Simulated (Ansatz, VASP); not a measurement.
Two plane-wave programs on Cu

```xyz
1
Lattice="0.0000 1.7985 1.7985 1.7985 0.0000 1.7985 1.7985 1.7985 0.0000" Properties=species:S:1:pos:R:3 pbc="T T T"
Cu    0.0000    0.0000    0.0000
```

Alike in both runs: task single point; functional PBE; k mesh 11 × 11 × 11; occupations fermi-dirac, width 0.01 eV; no spin polarisation.

|  | VASP | Ansatz |
| --- | --- | --- |
| version | VASP 6.6.1 | Ansatz 0.2.0 |
| potentials or method | VASP PAW PBE potentials, release 64 (Cu), cutoff 520 eV | PAW, plane waves, scalar-relativistic |
| valence electrons in the cell | 11 | 19 |

```tsv
	VASP	Ansatz	Ansatz less VASP
pressure (GPa)	4.4	3.8	-0.51
```

VASP's potentials hold 11 valence electrons a cell and Ansatz's 19, so a difference there can come from the potentials and not from the codes.
